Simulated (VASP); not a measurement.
# HoO3 (P4/mmm) in VASP: notebook

HoO3 is run at these levels: PBE; tasks: relaxation of cell and atoms, single point.

Everything below comes from runs of VASP 6.6.1. Logs are shortened: lines on timing, memory, paths and dates and some standing lists are left out, and cuts for length are marked.

## Step 1: The cell of the first run

Symmetry: P4/mmm, No. 123, tetragonal system. Conventional cell: a = 3.410 Å, b = 3.410 Å, c = 4.223 Å, α = 90.00°, β = 90.00°, γ = 90.00°. Within 2.8 Å of Ho (site symmetry 4/mmm) lie 6 O at 2.11 to 2.41 Å. Within 2.8 Å of O (site symmetry 4/mmm) lie 6 O at 2.11 to 2.41 Å. Within 2.8 Å of O (site symmetry 4/mmm) lie 2 Ho at 2.11 Å and 4 O at 2.41 Å. Within 2.8 Å of O (site symmetry 4/mmm) lie 2 O at 2.11 Å and 4 Ho at 2.41 Å.

The cell was built from a structure type or drawn by symmetry, and may not be a known phase.

## Step 2: Relaxation of cell and atoms, PBE

File INCAR:

```
SYSTEM = HoO3
PREC = Accurate ; ENCUT = 600
EDIFF = 1E-7 ; ISMEAR = 0
SIGMA = 0.1 ; LREAL = .FALSE.
LASPH = .TRUE. ; NELM = 200
ALGO = Normal ; ISIF = 3
LWAVE = .FALSE. ; LCHARG = .FALSE.
GGA = PE ; IBRION = 2
NSW = 90 ; EDIFFG = -0.04
GGA_COMPAT = .FALSE. ; NELMIN = 4
LMAXMIX = 6
```

File KPOINTS:

```
Automatic mesh
0
G
  6 6 4
  0 0 0
```

File POSCAR:

```
HoO3
1.0
    3.4096256922      0.0000000000      0.0000000000
    0.0000000000      3.4096256922      0.0000000000
    0.0000000000      0.0000000000      4.2230392838
Ho O
1 3
Direct
    0.0000000000      0.0000000000      0.5000000000
    0.5000000000      0.5000000000      0.0000000000
    0.0000000000      0.0000000000      0.0000000000
    0.5000000000      0.5000000000      0.5000000000
```

Potentials or basis: VASP PAW PBE potentials, release 64 (Ho_3, O), 4f in core.

Run with:

```bash
cat potpaw_PBE.64/Ho_3/POTCAR potpaw_PBE.64/O/POTCAR > POTCAR
mpirun -np 1 vasp_std > vasp.out
```

OUTCAR:

```text
SYSTEM = HoO3
   PREC = Accurate
   ENCUT = 600
   EDIFF = 1E-7
   ISMEAR = 0
   LREAL = .FALSE.
   LASPH = .TRUE.
   NELM = 200
   ISIF = 3
   GGA = PE
   IBRION = 2
   NSW = 90
   EDIFFG = -0.04
   NELMIN = 4

 ion  position               nearest neighbor table
   1  0.000  0.000  0.500-   3 2.11   3 2.11   4 2.41   4 2.41   4 2.41   4 2.41
   2  0.500  0.500  0.000-
   3  0.000  0.000  0.000-   1 2.11   1 2.11
   4  0.500  0.500  0.500-   1 2.41   1 2.41   1 2.41   1 2.41

  LATTYP: Found a simple tetragonal cell.
 ALAT       =     3.4096256922
 C/A-ratio  =     1.2385638968

  Lattice vectors:

 A1 = (   3.4096256922,   0.0000000000,   0.0000000000)
 A2 = (   0.0000000000,   3.4096256922,   0.0000000000)
 A3 = (   0.0000000000,   0.0000000000,   4.2230392838)

Analysis of symmetry for initial positions (statically):
=====================================================================
 Subroutine PRICEL returns:
 Original cell was already a primitive cell.

 Routine SETGRP: Setting up the symmetry group for a
 simple tetragonal supercell.

 Subroutine GETGRP returns: Found 16 space group operations
 (whereof 16 operations were pure point group operations)
 out of a pool of 16 trial point group operations.

The static configuration has the point symmetry D_4h.

Analysis of symmetry for dynamics (positions and initial velocities):
=====================================================================
 Subroutine PRICEL returns:
 Original cell was already a primitive cell.

 Routine SETGRP: Setting up the symmetry group for a
 simple tetragonal supercell.

 Subroutine GETGRP returns: Found 16 space group operations
 (whereof 16 operations were pure point group operations)
 out of a pool of 16 trial point group operations.

The dynamic configuration has the point symmetry D_4h.

 Subroutine INISYM returns: Found 16 space group operations
 (whereof 16 operations are pure point group operations),
 and found     1 'primitive' translations

----------------------------------------------------------------------------------------

                                     Primitive cell

  volume of cell :      49.0951

  direct lattice vectors                    reciprocal lattice vectors
     3.409625692  0.000000000  0.000000000     0.293287325  0.000000000  0.000000000
     0.000000000  3.409625692  0.000000000     0.000000000  0.293287325  0.000000000
     0.000000000  0.000000000  4.223039284     0.000000000  0.000000000  0.236796282

  length of vectors
     3.409625692  3.409625692  4.223039284     0.293287325  0.293287325  0.236796282

  position of ions in fractional coordinates (direct lattice)
     0.000000000  0.000000000  0.500000000
     0.500000000  0.500000000  0.000000000
     0.000000000  0.000000000  0.000000000
     0.500000000  0.500000000  0.500000000

  ion indices of the primitive-cell ions
   primitive index   ion index
                 1           1
                 2           2
                 3           3
                 4           4

----------------------------------------------------------------------------------------

 KPOINTS: Automatic mesh

Automatic generation of k-mesh.
 Grid dimensions read from file:
 generate k-points for:    6    6    4

 Generating k-lattice:

  Cartesian coordinates                     Fractional coordinates (reciprocal lattice)
     0.048881221  0.000000000  0.000000000     0.166666667  0.000000000  0.000000000
     0.000000000  0.048881221  0.000000000     0.000000000  0.166666667  0.000000000
     0.000000000  0.000000000  0.059199070     0.000000000  0.000000000  0.250000000

  Length of vectors
     0.048881221  0.048881221  0.059199070

  Shift w.r.t. Gamma in fractional coordinates (k-lattice)
     0.000000000  0.000000000  0.000000000

 Subroutine IBZKPT returns following result:
 ===========================================

 Found     30 irreducible k-points:

 Following reciprocal coordinates:
            Coordinates               Weight
  0.000000  0.000000  0.000000      1.000000
  0.166667  0.000000  0.000000      4.000000
  0.333333  0.000000  0.000000      4.000000
  0.500000  0.000000  0.000000      2.000000
  0.166667  0.166667  0.000000      4.000000
  0.333333  0.166667  0.000000      8.000000
[... 16 lines left out ...]
  0.333333  0.000000  0.500000      4.000000
  0.500000  0.000000  0.500000      2.000000
 [... further k-points ...]
   k-points           NKPTS =     30   k-points in BZ     NKDIM =     30   number of bands    NBANDS=     17
   number of dos      NEDOS =    301   number of ions     NIONS =      4
   total plane-waves  NPLWV =  28224
   dimension x,y,z NGX =    28 NGY =   28 NGZ =   36
   dimension x,y,z NGXF=    56 NGYF=   56 NGZF=   72
   ions per type =               1   3
   NGX,Y,Z   is equivalent  to a cutoff of  13.65, 13.65, 14.17 a.u.
   NGXF,Y,Z  is equivalent  to a cutoff of  27.30, 27.30, 28.34 a.u.
 SYSTEM =  HoO3
   PREC   = accura    normal or accurate (medium, high low for compatibility)
   ISTART =      0    job   : 0-new  1-cont  2-samecut
   ICHARG =      2    charge: 1-file 2-atom 10-const
   ISPIN  =      1    spin polarized calculation?
   LNONCOLLINEAR =      F non collinear calculations
   LSORBIT =      F    spin-orbit coupling
   LASPH  =      T    aspherical Exc in radial PAW
   ENCUT  =  600.0 eV  44.10 Ry    6.64 a.u.   6.81  6.81  8.43*2*pi/ulx,y,z
   NELM   =    200;   NELMIN=  4; NELMDL= -5     # of ELM steps
   EDIFF  = 0.1E-06   stopping-criterion for ELM
   LREAL  =      F    real-space projection
   EDIFFG = -.4E-01   stopping-criterion for IOM
   NSW    =     90    number of steps for IOM
   IBRION =      2    ionic relax: 0-MD 1-quasi-New 2-CG
   NFREE  =      1    steps in history (QN), initial steepest desc. (CG)
   ISIF   =      3    stress and relaxation
   ISYM   =      2    0-nonsym 1-usesym 2-fastsym
   POTIM  = 0.5000    time-step for ionic-motion
   TEBEG  =    0.0;   TEEND  =   0.0 temperature during run
   PSTRESS=    0.0 pullay stress
   NELECT =      27.0000    total number of electrons
   NUPDOWN=      -1.0000    fix difference up-down
   EMIN   =  10.00;   EMAX   =-10.00  energy-range for DOS
   EFERMI =   0.00;   METHOD = LEGACY
   ISMEAR =     0;   SIGMA  =   0.10  broadening in eV -4-tet -1-fermi 0-gaus
   EFERMI_NEDOS =   21; number of points for ismear=-14 and -15
   IALGO  =     38    algorithm
   IMIX   =      4    mixing-type and parameters
     AMIX     =   0.40;   BMIX     =  1.00
     AMIX_MAG =   1.60;   BMIX_MAG =  1.00
  volume/ion in A,a.u.               =      12.27        82.83
  Fermi-wavevector in a.u.,A,eV,Ry     =   1.341271  2.534635 24.476993  1.799008
  Thomas-Fermi vector in A             =   2.469518
   LORBIT       =      0    0 simple, 1 ext, 2 COOP (PROOUT), +10 PAW based schemes
   GGA     = PE    functional components
   LHFCALC =     F    Hartree Fock is set to
   AEXX    =    0.0000 exact exchange contribution
   IVDW    =     0    specifies the selected vdW correction
   LEPSILON=     F    determine dielectric tensor
   LRPA    =     F    only Hartree local field effects (RPA)
 conjugate gradient relaxation of ions
 non-spin polarized calculation
 Gauss-broadening in eV      SIGMA  =   0.10
  energy-cutoff  :      600.00
  volume of cell :       49.10
 maximum number of plane-waves:      1664
 NGX is ok and might be reduce to    28
   NGX = 13   NGY = 13   NGZ = 17

--------------------------------------- Ionic step        1  -------------------------------------------

 number of electron      26.9999990 magnetization

 Free energy of the ion-electron system (eV)
  ---------------------------------------------------
  ext. energy  EPLUGINS =         0.00000000
  ---------------------------------------------------
  free energy    TOTEN  =       -24.37036856 eV

  energy without entropy =      -24.35708788  energy(sigma->0) =      -24.36372822

------------------------ aborting loop because EDIFF is reached ----------------------------------------

  FORCE on cell =-STRESS in cart. coord.  units (eV):
  Direction    XX          YY          ZZ          XY          YZ          ZX
  --------------------------------------------------------------------------------------
  -------------------------------------------------------------------------------------
  Total       -0.0282345     -0.0282345      0.7495920      0.0000000      0.0000000      0.0000000
  in kB       -0.9214070     -0.9214070     24.4622845      0.0000000      0.0000000      0.0000000
  external PRESSURE =       7.5398235 kB  Pullay stress =       0.0000000 kB
[... 289 lines left out ...]
  energy  without entropy=      -24.3527676322  energy(sigma->0) =      -24.36540611

--------------------------------------- Ionic step        9  -------------------------------------------

 number of electron      27.0000005 magnetization

 Free energy of the ion-electron system (eV)
  ---------------------------------------------------
  ext. energy  EPLUGINS =         0.00000000
  ---------------------------------------------------
  free energy    TOTEN  =       -24.37926729 eV

  energy without entropy =      -24.35272442  energy(sigma->0) =      -24.36599585

 E-fermi :   2.7392     XC(G=0): -10.9992

 val. band max:        2.7087706587   @ k =   0.1667   0.0000   0.5000
 cond. band min:       2.7412179797   @ k =   0.5000   0.0000   0.2500
 fundamental gap:      0.0324473211
 Fermi energy:         2.7391816153

 k-point     1 :       0.0000    0.0000    0.0000
  band No.  band energies     occupation
      1     -20.2352      2.00000
      2     -20.1742      2.00000
      3     -20.1742      2.00000
      4     -16.3691      2.00000
      5     -14.8413      2.00000
      6     -12.7080      2.00000
[... 9 lines left out ...]
     16       3.8240      0.00000
     17       6.9544      0.00000
[... 443 lines left out ...]
      1     -21.1548      2.00000
      2     -20.5820      2.00000
      3     -20.0657      2.00000
      4     -14.5193      2.00000
      5     -14.3058      2.00000
      6     -13.1875      2.00000
[... 9 lines left out ...]
     16       7.9298      0.00000
     17       8.8491      0.00000

 [... further k-points ...]

------------------------ aborting loop because EDIFF is reached ----------------------------------------

  FORCE on cell =-STRESS in cart. coord.  units (eV):
  Direction    XX          YY          ZZ          XY          YZ          ZX
  --------------------------------------------------------------------------------------
  -------------------------------------------------------------------------------------
  Total        0.0397540      0.0397540      0.1296277      0.0000000     -0.0000000      0.0000000
  in kB        1.3126085      1.3126085      4.2800832      0.0000000     -0.0000000      0.0000000
  external PRESSURE =       2.3017667 kB  Pullay stress =       0.0000000 kB
[... 19 lines left out ...]
  FREE ENERGIE OF THE ION-ELECTRON SYSTEM (eV)
  ---------------------------------------------------
  free  energy   TOTEN  =       -24.3792672869 eV

  energy  without entropy=      -24.3527244170  energy(sigma->0) =      -24.36599585

 reached required accuracy - stopping structural energy minimisation
```

Wall time 1.7 min (1 thread of Intel Xeon 6975P-C (Granite Rapids), shared host); peak memory 0.2 GiB.

Results:

```yaml
Free_energy: -24.3793 eV
Relaxed_volume: 12.13 Å³/atom
Relaxed_cell: a = 3.340 Å, b = 3.340 Å, c = 4.348 Å, α = 90.00°, β = 90.00°, γ = 90.00°
Space_group_after_relaxing_to_0.1_Å: P4/mmm (No. 123)
Energy_gained_by_relaxing: 2.2 meV/atom
Ionic_steps: 9
Pressure_after_relaxing: 0.2 GPa
Band_gap_on_the_k_mesh: zero (an odd number of electrons rules out a gap without spin polarisation)
```

Stress tensor (GPa, compression positive):
```
0.13 0.00 0.00
0.00 0.13 0.00
0.00 0.00 0.43
```

Step by step:
```tsv
step	energy change (eV)	largest force (eV/Å)	pressure (GPa)	volume (Å³)
1	0.0000	0.0000	0.75	49.10
2	-0.0025	0.0000	-1.01	49.51
3	-0.0026	0.0000	-0.70	49.42
4	-0.0043	0.0000	-0.31	49.19
5	-0.0062	0.0000	0.33	48.79
6	-0.0053	0.0000	1.87	47.98
7	-0.0066	0.0000	0.83	48.51
8	-0.0077	0.0000	0.57	48.52
9	-0.0089	0.0000	0.23	48.52
```

Final structure:
```yaml
crystal:
  lattice:
    - [3.34049, 0.00000, 0.00000]
    - [0.00000, 3.34049, 0.00000]
    - [0.00000, 0.00000, 4.34846]
  atoms:
    - { symbol: Ho, position: [0.00000, 0.00000, 0.50000] }
    - { symbol: O, position: [0.50000, 0.50000, 0.00000] }
    - { symbol: O, position: [0.00000, 0.00000, 0.00000] }
    - { symbol: O, position: [0.50000, 0.50000, 0.50000] }
```

Levels at points of the mesh, in eV from the Fermi level:
| k point | band 9 | band 10 | band 11 | band 12 | band 13 | band 14 | band 15 | band 16 | band 17 |
| --- | --- | --- | --- | --- | --- | --- | --- | --- | --- |
| (0.00, 0.00, 0.00) | -3.58 | -2.47 | -2.47 | -1.42 | 0.44 | 0.44 | 0.87 | 1.08 | 4.22 |
| (0.50, 0.00, 0.00) | -4.69 | -1.93 | -1.66 | -1.49 | -1.48 | -1.36 | 0.98 | 4.67 | 5.17 |
| (0.50, 0.50, 0.00) | -4.78 | -2.87 | -2.87 | -1.38 | 0.90 | 0.90 | 1.06 | 3.01 | 3.01 |
| (0.00, 0.00, 0.50) | -3.40 | -2.98 | -2.98 | -2.60 | -1.55 | 0.27 | 0.27 | 0.99 | 4.59 |
| (0.50, 0.00, 0.50) | -4.10 | -3.34 | -2.06 | -1.96 | -1.89 | -1.87 | -1.63 | 5.19 | 6.11 |
| (0.50, 0.50, 0.50) | -3.96 | -3.28 | -3.28 | -2.44 | -1.81 | 0.76 | 0.76 | 5.18 | 5.18 |

Caveat: the k points lie up to 0.36 Å⁻¹ apart in the final cell, too coarse for converged energies and pressures of a metal; spin-orbit coupling is left out, which moves the levels of the heavy elements; the 4f electrons are frozen in the core, so they carry no moment and show no levels; an odd number of electrons without spin polarisation forces a metal; a magnetic or distorted state may lie lower; the run has no spin polarisation, though such a crystal can be magnetic. With open d or f shells a metallic result of PBE can be an artefact of self-interaction; +U or a hybrid may open a gap.

(Continued in part 2 of 3.)
